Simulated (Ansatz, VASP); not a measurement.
**MoSe: VASP beside Ansatz**

Contents of INCAR:

```
SYSTEM = MoSe
PREC = Accurate ; ENCUT = 520
EDIFF = 1E-6 ; ISMEAR = -4
SIGMA = 0.1 ; LREAL = .False.
LASPH = .True. ; NELM = 150
ALGO = Normal ; ISIF = 2
LWAVE = .False. ; LCHARG = .False.
ISPIN = 2 ; MAGMOM = 3 0
LORBIT = 11 ; LMAXMIX = 4
GGA = PE ; NBANDS = 21
```

KPOINTS

```
Automatic mesh
0
Gamma
  10 10 10
  0 0 0
```

File POSCAR:

```
MoSe
1.0
    0.0000000000      2.8405191460      2.8405191460
    2.8405191460      0.0000000000      2.8405191460
    2.8405191460      2.8405191460      0.0000000000
Mo Se
1 1
Direct
    0.0000000000      0.0000000000      0.0000000000
    0.2500000000      0.2500000000      0.2500000000
```

Input for Ansatz:

```yaml
crystal:
  lattice:
    - [0.0, 2.840519146, 2.840519146]
    - [2.840519146, 0.0, 2.840519146]
    - [2.840519146, 2.840519146, 0.0]
  atoms:
    - { symbol: Mo, position: [0.0, 0.0, 0.0], spin: 3.0 }
    - { symbol: Se, position: [0.25, 0.25, 0.25] }
basis:
  ecutwfc: 420
  ecutrho_ratio: 4
kpoints:
  mp_grid: { grid: [10, 10, 10] }
hamiltonian:
  xc: pbe
scf:
  occupations: { method: tetrahedron_uncorrected }
  lower_state_search: "off"
output:
  forces: true
  stress: true
  write_density: true
  write_potential: true
  elf: true
  volumetric_format: npy
magnetization:
  spin_polarized: true
```

Alike in both runs: task single point; functional PBE; k mesh 10 × 10 × 10; collinear spin.

|  | VASP | Ansatz |
| --- | --- | --- |
| version | VASP 6.6.1 | Ansatz 0.2.0 |
| potentials or method | VASP PAW PBE potentials, release 64 (Mo_sv, Se), cutoff 520 eV | scalar-relativistic, plane waves, PAW |
| occupations | tetrahedron | tetrahedron-uncorrected |
| valence electrons in the cell | 20 | 30 |

|  | VASP | Ansatz | Ansatz less VASP |
| --- | --- | --- | --- |
| gap on the k mesh at the Fermi level (eV) | none | none | - |
| pressure (GPa) | 0.1 | 0.0 | -0.17 |
| net moment per atom (μB) | 0.58 | 0.58 | +0.001 |
| size of the moment on the site where the two differ most (μB) | 1.03 | 0.82 | -0.211 |

Site moments also hang on the region over which each program counts them. A gap of «none» marks a metal or a gap that the smearing closes. VASP's potentials hold 20 valence electrons a cell and Ansatz's 30, so a difference there can come from the potentials and not from the codes. Ansatz's warnings: band table not solved further.
